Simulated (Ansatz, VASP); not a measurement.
## Te: VASP beside Ansatz

```xyz
1
Lattice="-1.9057 1.9057 1.9057 1.9057 -1.9057 1.9057 1.9057 1.9057 -1.9057" Properties=species:S:1:pos:R:3 pbc="T T T"
Te    0.0000    0.0000    0.0000
```

Alike in both runs: task single point; functional LDA; k mesh 13 × 13 × 13; occupations fermi-dirac, width 0.1 eV; no spin polarisation.

|  | VASP | Ansatz |
| --- | --- | --- |
| version | VASP 6.6.1 | Ansatz 0.2.0 |
| potentials or method | VASP PAW LDA potentials, release 64 (Te), cutoff 520 eV | plane waves (420 eV) with PAW, scalar-relativistic |
| valence electrons in the cell | 6 | 16 |

```tsv
	VASP	Ansatz	Ansatz less VASP
pressure (GPa)	-2.4	-2.4	-0.01
```

Ansatz warns that its potentials were made for another functional, while VASP's fit it. LDA's correlation is that of Perdew and Zunger in VASP and of Perdew and Wang (1992) in Ansatz. VASP's potentials hold 6 valence electrons a cell and Ansatz's 16, so a difference there can come from the potentials and not from the codes.

Spin-orbit coupling is off throughout.
